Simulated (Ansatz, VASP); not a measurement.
One calculation of Cu, two programs

File INCAR:

```
SYSTEM = Cu
  ALGO = Normal
  EDIFF = 1E-7
  ENCUT = 520
  GGA = PE
  ISIF = 2
  ISMEAR = -1
  LASPH = .True.
  LCHARG = .False.
  LREAL = .False.
  LWAVE = .False.
  NBANDS = 18
  NELM = 100
  PREC = Accurate
  SIGMA = 0.05
```

Contents of KPOINTS:

```
k-points
0
Gamma
  19 19 10
  0 0 0
```

Contents of POSCAR:

```
Cu
1.0
    2.0348285986      0.0000000000      0.0000000000
   -1.0174142993      1.7622132587      0.0000000000
    0.0000000000      0.0000000000      3.3370528185
Cu
2
Direct
    0.3333333333      0.6666666667      0.2500000000
    0.6666666667      0.3333333333      0.7500000000
```

Input for Ansatz:

```yaml
crystal:
  lattice:
    - [2.0348285986, 0.0, 0.0]
    - [-1.0174142993, 1.7622132587, 0.0]
    - [0.0, 0.0, 3.3370528185]
  atoms:
    - { symbol: Cu, position: [0.3333333333, 0.6666666667, 0.25] }
    - { symbol: Cu, position: [0.6666666667, 0.3333333333, 0.75] }
kpoints:
  mp_grid: { grid: [19, 19, 10] }
scf:
  occupations: { method: fermi_dirac, width: 0.05 }
hamiltonian:
  xc: pbe
  pseudopotentials: { kind: all_electron, lapw: { basis_error: 0.001 } }
output:
  forces: true
  stress: true
  eigenvalues: true
  populations: true
```

Change from the starting cell: volume scaled by 0.5, LAPW.

Alike in both runs: task single point; functional PBE; k mesh 19 × 19 × 10; occupations fermi-dirac, width 0.05 eV; no spin polarisation.

|  | VASP | Ansatz |
| --- | --- | --- |
| version | VASP 6.6.1 | Ansatz 0.2.0 |
| potentials or method | VASP PAW PBE potentials, release 64 (Cu), cutoff 520 eV | all-electron LAPW, scalar-relativistic |

|  | VASP | Ansatz | Ansatz less VASP |
| --- | --- | --- | --- |
| pressure (GPa) | 542.3 | 536.4 | -5.92 |

Both programs put the cell under a high pressure, so it lies far from rest at this level. Ansatz ran all-electron here, and VASP with PAW potentials.

Noted on VASP's run: the cell as given lies far from equilibrium.
